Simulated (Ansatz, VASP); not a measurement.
## Ti: VASP beside Ansatz

```
Ti
1.0
    -1.60511    1.60511    1.60511
     1.60511   -1.60511    1.60511
     1.60511    1.60511   -1.60511
Ti
1
Direct
  0.00000 0.00000 0.00000
```

Alike in both runs: task single point; functional PBEsol; k mesh 22 × 22 × 22; occupations gaussian, width 0.15 eV; no spin polarisation.

```csv
,VASP,Ansatz
version,VASP 6.6.1,Ansatz 0.2.0
potentials or method,"VASP PAW PBE potentials, release 64 (Ti_sv), cutoff 520 eV","scalar-relativistic, plane waves, PAW"
valence electrons in the cell,12,12
```

```csv
,VASP,Ansatz,Ansatz less VASP
gap on the k mesh at the Fermi level (eV),none,none,-
pressure (GPa),-0.2,0.0,+0.27
```

VASP's potentials were made for PBE, not for PBEsol. A gap of «none» marks a metal or a gap that the smearing closes.
